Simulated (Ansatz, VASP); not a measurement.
# Sn: VASP beside Ansatz

```
CELL_PARAMETERS angstrom
0.00000 3.24560 3.24560
3.24560 0.00000 3.24560
3.24560 3.24560 0.00000
ATOMIC_POSITIONS crystal
Sn 0.50000 0.50000 0.50000
Sn 0.75000 0.75000 0.75000
```

Alike in both runs: task relaxation of cell and atoms; functional PBE; k mesh 14 × 14 × 14; occupations fermi-dirac, width 0.05 eV; no spin polarisation.

|  | VASP | Ansatz |
| --- | --- | --- |
| version | VASP 6.6.1 | Ansatz 0.2.0 |
| potentials or method | VASP PAW PBE potentials, release 64 (Sn_d) | PAW with Ansatz's default frozen-core files, scalar-relativistic |
| plane-wave cutoff (eV) | 600 | 420 |
| valence electrons in the cell | 28 | 28 |

|  | VASP | Ansatz | Ansatz less VASP |
| --- | --- | --- | --- |
| relaxed volume (Å³/atom) | 36.80 | 36.86 | +0.052 |
| relaxed length of the cell vector where the two differ most in proportion (Å) | 4.704 | 4.706 | +0.0022 |
